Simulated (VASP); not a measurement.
# GaAs: single point with PBEsol

Crystal: GaAs.

```xyz
2
Lattice="0.0000 2.7812 2.9203 2.7812 0.0000 2.9203 2.7812 2.7812 0.0000" Properties=species:S:1:pos:R:3 pbc="T T T"
Ga    0.0000    0.0000    0.0000
As    4.1719    4.1719    4.3805
```

This cell differs from its parent crystal: ratio of the length along z to the lengths across it x 1.05, volume and fractional coordinates fixed.

* Program: VASP 6.6.1
* Task: single point
* Functional: PBEsol
* Potentials or basis: VASP PAW PBE potentials, release 64 (Ga_d, As)
* Cutoff: 520 eV
* k mesh: 12 × 12 × 12
* Occupations: gaussian, width 0.05 eV
* Spin: no spin polarisation

```yaml
Pressure: 0.3 GPa
Band_gap_on_the_k_mesh: 0.34 eV, direct
```

Stress tensor (GPa, compression positive):
```
 1.41  0.00  0.00
 0.00  1.41  0.00
 0.00  0.00 -1.81
```

Levels at points of the mesh, in eV from the valence-band top:
```tsv
k point	band 6	band 7	band 8	band 9	band 10	band 11	band 12	band 13
(0.00, 0.00, 0.00)	-12.85	-0.30	0.00	0.00	0.34	3.56	3.56	3.69
(0.50, 0.00, 0.00)	-11.07	-6.78	-1.45	-1.04	0.79	4.37	4.66	7.51
(0.50, 0.50, 0.00)	-10.45	-7.14	-2.57	-2.57	1.46	1.78	10.00	10.00
(0.50, 0.00, 0.50)	-10.27	-6.85	-2.91	-2.88	1.15	1.33	9.75	10.05
```

Run time: 87 s on 1 thread of Intel Xeon 6975P-C, with other jobs on the host, peak memory 0.26 GiB.

Caveat: the PAW data sets were made with another functional, which shifts forces and pressure a little. A k mesh can miss the band edges.
